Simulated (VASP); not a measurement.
Runs of VASP 6.6.1 on Eu. The structure is that of space group Fm-3m (No. 225), or close to it. The cells are those of the table. 

| cell | gap on the mesh (eV) | pressure (GPa) | moment (μB) |
| --- | --- | --- | --- |
| a = 4.249 Å, angles 60.0°, 1 atom | none | (a) | 7.39 |
| a = 3.891 Å, angles 60.0°, 1 atom | none | -0.3 | 7.43 |
| a = 3.837 Å, angles 60.0°, 1 atom | none | 0.4 | 7.45 |
| a = 4.072 Å, angles 60.0°, 1 atom | none | -1.8 | (c) |
| a = 3.751 Å, angles 60.0°, 1 atom | none | 2.0 | (b) |

Alike in all rows: task single point; level PBE; potentials or basis VASP PAW PBE potentials, release 64 (Eu); spin collinear, ferromagnetic start; k mesh 9 × 9 × 9; cutoff (eV) 520; smearing fermi-dirac 0.08 eV.

Problem. Estimate the missing entries.

Solution. (a) -2.6; (b) 7.46; (c) 7.40.

Caveats: spin-orbit coupling is left out, which moves the levels of the heavy elements.

A k mesh can miss the band edges, and the runs leave out spin-orbit coupling on Eu.

A gap of «none» marks levels without a gap at the run's occupations.
